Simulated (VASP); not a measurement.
# Sc (R-3m) in VASP: a series of runs

Runs on Sc. Level: PBEsol. Tasks: electric field gradients.

Everything below comes from runs of VASP 6.6.1. Logs are shortened: lines on timing, memory, paths and dates and some standing lists are left out, and cuts for length are marked.

### 1 The cell of the first run

It takes space group R-3m (No. 166, trigonal). Conventional cell: a = 3.227 Å, b = 3.227 Å, c = 7.787 Å, α = 90.00°, β = 90.00°, γ = 120.00°. Within 4.2 Å of Sc (site symmetry -3m) lie 12 Sc at 3.19 to 3.23 Å.

### 2 Electric field gradients, PBEsol (equal xy, yz and zx shear strains of -1 %)

INCAR reads:

```
SYSTEM = Sc
PREC     = Accurate       ! precision mode
ENCUT    = 520            ! plane-wave cutoff, eV
EDIFF    = 1E-8           ! SCF threshold, eV
ISMEAR   = -1             ! smearing method
SIGMA    = 0.03           ! smearing width, eV
LREAL    = .FALSE.        ! projectors in reciprocal space
LASPH    = .TRUE.         ! aspherical terms in the spheres
NELM     = 80             ! most SCF steps
ALGO     = Normal         ! electronic algorithm
ISIF     = 2              ! what is computed and relaxed
LWAVE    = .FALSE.        ! write WAVECAR
LCHARG   = .FALSE.        ! write CHGCAR
GGA      = PS             ! functional
LEFG     = .TRUE.       
NBANDS   = 12             ! bands
```

KPOINTS reads:

```
regular mesh
0
G
  12 12 12
  0 0 0
```

POSCAR reads:

```
Sc
1.0
   -0.0227050000      2.2591475000      2.2591475000
    2.2591475000     -0.0227050000      2.2591475000
    2.2591475000      2.2591475000     -0.0227050000
Sc
1
Direct
    0.0000000000      0.0000000000      0.0000000000
```

Potentials or basis: VASP PAW PBE potentials, release 64 (Sc_sv).

Run with:

```bash
$ cat potpaw_PBE.64/Sc_sv/POTCAR > POTCAR
$ mpirun -np 1 vasp_std > vasp.out
```

OUTCAR:

```text
SYSTEM = Sc
   PREC = Accurate
   ENCUT = 520
   EDIFF = 1E-8
   ISMEAR = -1
   LREAL = .FALSE.
   LASPH = .TRUE.
   NELM = 80
   ISIF = 2
   GGA = PS

 ion  position               nearest neighbor table
   1  0.000  0.000  0.000-

  LATTYP: Found a trigonal (rhomboedric) cell.
 ALAT       =     3.1949977106
 COS(alpha) =     0.4899250057

  Lattice vectors:

 A1 = (  -0.0227050000,   2.2591475000,   2.2591475000)
 A2 = (   2.2591475000,  -0.0227050000,   2.2591475000)
 A3 = (   2.2591475000,   2.2591475000,  -0.0227050000)

Analysis of symmetry for initial positions (statically):
=====================================================================
 Subroutine PRICEL returns:
 Original cell was already a primitive cell.

 Routine SETGRP: Setting up the symmetry group for a
 trigonal (rhombohedral) supercell.

 Subroutine GETGRP returns: Found 12 space group operations
 (whereof 12 operations were pure point group operations)
 out of a pool of 12 trial point group operations.

The static configuration has the point symmetry D_3d.

Analysis of symmetry for dynamics (positions and initial velocities):
=====================================================================
 Subroutine PRICEL returns:
 Original cell was already a primitive cell.

 Routine SETGRP: Setting up the symmetry group for a
 trigonal (rhombohedral) supercell.

 Subroutine GETGRP returns: Found 12 space group operations
 (whereof 12 operations were pure point group operations)
 out of a pool of 12 trial point group operations.

The dynamic configuration has the point symmetry D_3d.

 Subroutine INISYM returns: Found 12 space group operations
 (whereof 12 operations are pure point group operations),
 and found     1 'primitive' translations

----------------------------------------------------------------------------------------

                                     Primitive cell

  volume of cell :      23.4079

  direct lattice vectors                    reciprocal lattice vectors
    -0.022705000  2.259147500  2.259147500    -0.218013543  0.220226878  0.220226878
     2.259147500 -0.022705000  2.259147500     0.220226878 -0.218013543  0.220226878
     2.259147500  2.259147500 -0.022705000     0.220226878  0.220226878 -0.218013543

  length of vectors
     3.194997711  3.194997711  3.194997711     0.380170568  0.380170568  0.380170568

  position of ions in fractional coordinates (direct lattice)
     0.000000000  0.000000000  0.000000000

  ion indices of the primitive-cell ions
   primitive index   ion index
                 1           1

----------------------------------------------------------------------------------------

 KPOINTS: regular mesh

Automatic generation of k-mesh.
 Grid dimensions read from file:
 generate k-points for:   12   12   12

 Generating k-lattice:

  Cartesian coordinates                     Fractional coordinates (reciprocal lattice)
    -0.018167795  0.018352240  0.018352240     0.083333333 -0.000000000 -0.000000000
     0.018352240 -0.018167795  0.018352240    -0.000000000  0.083333333 -0.000000000
     0.018352240  0.018352240 -0.018167795    -0.000000000 -0.000000000  0.083333333

  Length of vectors
     0.031680881  0.031680881  0.031680881

  Shift w.r.t. Gamma in fractional coordinates (k-lattice)
     0.000000000  0.000000000  0.000000000

 Subroutine IBZKPT returns following result:
 ===========================================

 Found    189 irreducible k-points:

 Following reciprocal coordinates:
            Coordinates               Weight
  0.000000  0.000000  0.000000      1.000000
  0.083333 -0.000000 -0.000000      6.000000
  0.166667 -0.000000 -0.000000      6.000000
  0.250000 -0.000000 -0.000000      6.000000
  0.333333  0.000000  0.000000      6.000000
  0.416667  0.000000 -0.000000      6.000000
[... 16 lines left out ...]
  0.500000  0.166667 -0.000000     12.000000
 -0.416667  0.166667 -0.000000     12.000000
 [... further k-points ...]
   k-points           NKPTS =    189   k-points in BZ     NKDIM =    189   number of bands    NBANDS=     12
   number of dos      NEDOS =    301   number of ions     NIONS =      1
   total plane-waves  NPLWV =  13824
   dimension x,y,z NGX =    24 NGY =   24 NGZ =   24
   dimension x,y,z NGXF=    48 NGYF=   48 NGZF=   48
   ions per type =               1
   NGX,Y,Z   is equivalent  to a cutoff of  12.49, 12.49, 12.49 a.u.
   NGXF,Y,Z  is equivalent  to a cutoff of  24.98, 24.98, 24.98 a.u.
 SYSTEM =  Sc
   PREC   = accura    normal or accurate (medium, high low for compatibility)
   ISTART =      0    job   : 0-new  1-cont  2-samecut
   ICHARG =      2    charge: 1-file 2-atom 10-const
   ISPIN  =      1    spin polarized calculation?
   LNONCOLLINEAR =      F non collinear calculations
   LSORBIT =      F    spin-orbit coupling
   LASPH  =      T    aspherical Exc in radial PAW
   ENCUT  =  520.0 eV  38.22 Ry    6.18 a.u.   5.94  5.94  5.94*2*pi/ulx,y,z
   NELM   =     80;   NELMIN=  2; NELMDL= -5     # of ELM steps
   EDIFF  = 0.1E-07   stopping-criterion for ELM
   LREAL  =      F    real-space projection
   EDIFFG = 0.1E-06   stopping-criterion for IOM
   NSW    =      0    number of steps for IOM
   IBRION =     -1    ionic relax: 0-MD 1-quasi-New 2-CG
   NFREE  =      0    steps in history (QN), initial steepest desc. (CG)
   ISIF   =      2    stress and relaxation
   ISYM   =      2    0-nonsym 1-usesym 2-fastsym
   POTIM  = 0.5000    time-step for ionic-motion
   TEBEG  =    0.0;   TEEND  =   0.0 temperature during run
   PSTRESS=    0.0 pullay stress
   NELECT =      11.0000    total number of electrons
   NUPDOWN=      -1.0000    fix difference up-down
   EMIN   =  10.00;   EMAX   =-10.00  energy-range for DOS
   EFERMI =   0.00;   METHOD = LEGACY
   ISMEAR =    -1;   SIGMA  =   0.03  broadening in eV -4-tet -1-fermi 0-gaus
   EFERMI_NEDOS =   21; number of points for ismear=-14 and -15
   IALGO  =     38    algorithm
   IMIX   =      4    mixing-type and parameters
     AMIX     =   0.40;   BMIX     =  1.00
     AMIX_MAG =   1.60;   BMIX_MAG =  1.00
  volume/ion in A,a.u.               =      23.41       157.96
  Fermi-wavevector in a.u.,A,eV,Ry     =   1.272775  2.405197 22.040857  1.619957
  Thomas-Fermi vector in A             =   2.405635
   LORBIT       =      0    0 simple, 1 ext, 2 COOP (PROOUT), +10 PAW based schemes
   GGA     = PS    functional components
   LHFCALC =     F    Hartree Fock is set to
   AEXX    =    0.0000 exact exchange contribution
   IVDW    =     0    specifies the selected vdW correction
   LEPSILON=     F    determine dielectric tensor
   LRPA    =     F    only Hartree local field effects (RPA)
 non-spin polarized calculation
  energy-cutoff  :      520.00
  volume of cell :       23.41
 maximum number of plane-waves:       642
   NGX = 11   NGY = 11   NGZ = 11

 number of electron      10.9999998 magnetization

 Free energy of the ion-electron system (eV)
  ---------------------------------------------------
  ext. energy  EPLUGINS =         0.00000000
  ---------------------------------------------------
  free energy    TOTEN  =        -6.56110352 eV

  energy without entropy =       -6.55606021  energy(sigma->0) =       -6.55858186

 E-fermi :   3.9420     XC(G=0): -10.2005

 val. band max:        3.9084338742   @ k =  -0.4167   0.1667   0.0833
 cond. band min:       3.9540941965   @ k =  -0.4167   0.4167   0.4167
 fundamental gap:      0.0456603223
 Fermi energy:         3.9419620285

 k-point     1 :       0.0000    0.0000    0.0000
  band No.  band energies     occupation
      1     -45.1486      2.00000
      2     -23.6217      2.00000
      3     -23.6217      2.00000
      4     -23.6124      2.00000
      5      -1.3532      2.00000
      6       5.5386      0.00000
      7       5.5386      0.00000
      8       5.6758      0.00000
      9       7.0684      0.00000
     10       7.0684      0.00000
     11      16.7438      0.00000
     12      20.1959      0.00000

 k-point     2 :       0.0833   -0.0000   -0.0000
  band No.  band energies     occupation
      1     -45.1437      2.00000
      2     -23.6536      2.00000
      3     -23.6256      2.00000
      4     -23.6176      2.00000
      5      -1.1700      2.00000
      6       5.4137      0.00000
      7       5.6016      0.00000
      8       5.7334      0.00000
      9       7.0220      0.00000
     10       7.0237      0.00000
     11      16.9081      0.00000
     12      18.9487      0.00000
[... 316 lines left out ...]
 k-point    24 :      -0.4167    0.1667   -0.0000
  band No.  band energies     occupation
      1     -45.0668      2.00000
      2     -24.0489      2.00000
      3     -23.7656      2.00000
      4     -23.6942      2.00000
      5       2.6146      2.00000
      6       3.8637      1.86275
      7       5.0030      0.00000
      8       5.9432      0.00000
      9       7.8360      0.00000
     10       8.7717      0.00000
     11      11.0698      0.00000
     12      15.6125      0.00000

 [... further k-points ...]

------------------------ aborting loop because EDIFF is reached ----------------------------------------

  FORCE on cell =-STRESS in cart. coord.  units (eV):
  Direction    XX          YY          ZZ          XY          YZ          ZX
  --------------------------------------------------------------------------------------
  -------------------------------------------------------------------------------------
  Total        0.0701610      0.0701610      0.0701610      0.0520451      0.0520451      0.0520451
  in kB        4.8022455      4.8022455      4.8022455      3.5622846      3.5622846      3.5622846
  external PRESSURE =       4.8022455 kB  Pullay stress =       0.0000000 kB

 VOLUME and BASIS-vectors are now :
 -----------------------------------------------------------------------------
  energy-cutoff  :      520.00
  volume of cell :       23.41
      direct lattice vectors                 reciprocal lattice vectors
    -0.022705000  2.259147500  2.259147500    -0.218013543  0.220226878  0.220226878
     2.259147500 -0.022705000  2.259147500     0.220226878 -0.218013543  0.220226878
     2.259147500  2.259147500 -0.022705000     0.220226878  0.220226878 -0.218013543

 POSITION                                       TOTAL-FORCE (eV/Angst)
 -----------------------------------------------------------------------------------
      0.00000      0.00000      0.00000        -0.000000      0.000000      0.000000
 -----------------------------------------------------------------------------------
    total drift:                               -0.000000      0.000000     -0.000000

  FREE ENERGIE OF THE ION-ELECTRON SYSTEM (eV)
  ---------------------------------------------------
  free  energy   TOTEN  =        -6.5611035175 eV

  energy  without entropy=       -6.5560602078  energy(sigma->0) =       -6.55858186

 Electric field gradients (V/A^2)
---------------------------------------------------------------------
 ion       V_xx      V_yy      V_zz      V_xy      V_xz      V_yz
---------------------------------------------------------------------
   1      -0.000    -0.000    -0.000     2.349     2.349     2.349
---------------------------------------------------------------------

 Electric field gradients after diagonalization (V/A^2)
 (convention: |V_zz| > |V_xx| > |V_yy|)
----------------------------------------------------------------------
 ion       V_xx      V_yy      V_zz     asymmetry (V_yy - V_xx)/ V_zz
----------------------------------------------------------------------
   1      -2.349    -2.349     4.698       0.000
----------------------------------------------------------------------

           NMR quadrupolar parameters

 Cq : quadrupolar parameter    Cq=e*Q*V_zz/h
 eta: asymmetry parameters     (V_yy - V_xx)/ V_zz
 Q  : nuclear electric quadrupole moment in mb (millibarn)
----------------------------------------------------------------------
 ion       Cq(MHz)       eta       Q (mb)
----------------------------------------------------------------------
   1       0.011       0.000       1.000
----------------------------------------------------------------------
```

Run time: 19 s. Hardware: 1 thread of Intel Xeon Platinum 8488C (Sapphire Rapids), shared host; peak memory 0.17 GiB.

What came out:

- Free energy: -6.5611 eV
- Pressure: 0.5 GPa

Stress tensor (GPa, compression positive):
```
0.48 0.36 0.36
0.36 0.48 0.36
0.36 0.36 0.48
```

Electric field gradients, principal values (V/Å²):
| atom | least | middle | greatest (by size) |
| --- | --- | --- | --- |
| 1 Sc | -2.349 | -2.349 | 4.698 |

Caveat: the cell differs from its parent crystal (equal xy, yz and zx shear strains of -1 %); without QUAD_EFG the Cq values of the log hold for a quadrupole moment of 1 mb, not for the nuclei; the PAW data sets were made with another functional, which shifts forces and pressure a little.

### 3 Electric field gradients, PBEsol (equal xy, yz and zx shear strains of -1 %)

INCAR reads:

```
  PREC = Accurate
  ENCUT = 520
  EDIFF = 1E-8
  ISMEAR = -1
  SIGMA = 0.03
  LREAL = F
  LASPH = T
  NELM = 60
  ALGO = Normal
  ISIF = 2
  LWAVE = F
  LCHARG = F
  GGA = PS
  LEFG = T
  NBANDS = 12
```

KPOINTS reads:

```
Automatic mesh
0
Gamma
  12 12 12
```

POSCAR is that of step 2.

Potentials or basis: VASP PAW PBE potentials, release 64 (Sc_sv).

Run with:

```bash
$ cat potpaw_PBE.64/Sc_sv/POTCAR > POTCAR
$ mpirun -np 1 vasp_std > vasp.out
```

OUTCAR:

```text
PREC = Accurate
   ENCUT = 520
   EDIFF = 1E-8
   ISMEAR = -1
   LREAL = F
   LASPH = T
   NELM = 60
   ISIF = 2
   GGA = PS

 ion  position               nearest neighbor table
   1  0.000  0.000  0.000-

  LATTYP: Found a trigonal (rhomboedric) cell.
 ALAT       =     3.1949977106
 COS(alpha) =     0.4899250057

  Lattice vectors:

[... 566 lines left out ...]
 -----------------------------------------------------------------------------------
    total drift:                               -0.000000      0.000000     -0.000000

  FREE ENERGIE OF THE ION-ELECTRON SYSTEM (eV)
  ---------------------------------------------------
  free  energy   TOTEN  =        -6.5611035175 eV

  energy  without entropy=       -6.5560602078  energy(sigma->0) =       -6.55858186

 Electric field gradients (V/A^2)
---------------------------------------------------------------------
 ion       V_xx      V_yy      V_zz      V_xy      V_xz      V_yz
---------------------------------------------------------------------
   1      -0.000    -0.000    -0.000     2.349     2.349     2.349
---------------------------------------------------------------------

 Electric field gradients after diagonalization (V/A^2)
 (convention: |V_zz| > |V_xx| > |V_yy|)
----------------------------------------------------------------------
 ion       V_xx      V_yy      V_zz     asymmetry (V_yy - V_xx)/ V_zz
----------------------------------------------------------------------
   1      -2.349    -2.349     4.698       0.000
----------------------------------------------------------------------

           NMR quadrupolar parameters

 Cq : quadrupolar parameter    Cq=e*Q*V_zz/h
 eta: asymmetry parameters     (V_yy - V_xx)/ V_zz
 Q  : nuclear electric quadrupole moment in mb (millibarn)
----------------------------------------------------------------------
 ion       Cq(MHz)       eta       Q (mb)
----------------------------------------------------------------------
   1       0.011       0.000       1.000
----------------------------------------------------------------------
```

stdout:

```text
POSCAR found type information on POSCAR Sc
 POSCAR found :  1 types and       1 ions
 scaLAPACK will be used
 -----------------------------------------------------------------------------
|                                                                             |
|                                                                             |
|     You enforced a specific xc type in the INCAR file but a different       |
|     I HOPE YOU KNOW WHAT YOU ARE DOING!                                     |
|                                                                             |
 -----------------------------------------------------------------------------

 LDA part: xc-table for (Slater+PW92), standard interpolation
 POSCAR, INCAR and KPOINTS ok, starting setup
 FFT: planning ... GRIDC
 FFT: planning ... GRID_SOFT
 FFT: planning ... GRID
 WAVECAR not read
 entering main loop
ion   1
```

Wall time 19 s (1 thread of Intel Xeon Platinum 8488C (Sapphire Rapids), shared host); peak memory 0.17 GiB.

What came out:

* Free energy: -6.5611 eV
* Pressure: 0.5 GPa

Levels at points of the mesh, in eV from the Fermi level:
```tsv
k point	band 2	band 3	band 4	band 5	band 6	band 7	band 8	band 9
(0.00, 0.00, 0.00)	-27.56	-27.56	-27.55	-5.30	1.60	1.60	1.73	3.13
(0.50, 0.00, 0.00)	-28.04	-27.62	-27.62	-1.85	0.30	1.46	1.61	4.05
(0.50, 0.50, 0.00)	-28.01	-27.74	-27.72	-1.64	-0.71	2.10	4.08	4.34
(0.50, 0.50, 0.50)	-28.05	-27.63	-27.63	-1.81	0.44	1.49	1.49	4.11
```

Electric field gradients, principal values (V/Å²):
```csv
atom,least,middle,greatest (by size)
1 Sc,-2.349,-2.349,4.698
```

Caveat: the cell differs from its parent crystal (equal xy, yz and zx shear strains of -1 %); without QUAD_EFG the Cq values of the log hold for a quadrupole moment of 1 mb, not for the nuclei; the PAW data sets were made with another functional, which shifts forces and pressure a little.
